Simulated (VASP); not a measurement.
A run of VASP 6.6.1:

INCAR

```
SYSTEM = Zn6O7
  ALGO = Normal
  EDIFF = 1E-6
  ENCUT = 520
  GGA = PE
  ISIF = 2
  ISMEAR = 0
  LASPH = .True.
  LCHARG = .False.
  LREAL = .False.
  LWAVE = .False.
  NBANDS = 69
  NELM = 80
  PREC = Accurate
  SIGMA = 0.02
```

KPOINTS

```
k-points
0
Gamma
  3 3 3
  0 0 0
```

Contents of POSCAR:

```
Zn6O7
1.0
    0.0000000000      0.0000000000     -5.2932331742
   -4.9190861691     -2.8400357239      0.0000000000
    0.0000000001      5.6800714478      0.0000000000
Zn O
6 7
Direct
    0.4944981477      0.3016631441      0.3015573170
    0.4942521733      0.6981892331      0.0000111555
    0.4944452500      0.0001168916      0.6983832885
    0.9942809672      0.6657813845      0.6657600967
    0.9942664203      0.0000091480      0.3342016026
    0.9942091774      0.3341716212     -0.0000120875
    0.1183414710      0.3303536356      0.3303374164
    0.1182016698      0.6695887990     -0.0000137130
    0.1183116215      0.0000026428      0.6696221237
    0.6111155306      0.6141262617      0.6138203638
    0.6111030619      0.0003708006      0.3861666366
    0.6110560207      0.3859438389      0.0000648390
    0.6757314258     -0.0003832013     -0.0000961793
```

Potentials or basis: VASP PAW PBE potentials, release 64 (Zn, O).

Command:

```sh
$ cat potpaw_PBE.64/Zn/POTCAR potpaw_PBE.64/O/POTCAR > POTCAR
$ mpirun -np 1 vasp_std > vasp.out
```

Hardware: 1 thread of Intel(R) Xeon(R) 6975P-C (Granite Rapids) (shared host).

Estimate the wall time of this run.

It took 2 min on 1 thread of Intel(R) Xeon(R) 6975P-C (Granite Rapids) (shared host), peak memory 0.29 GiB. Counts: scf iterations 19, k points 14.
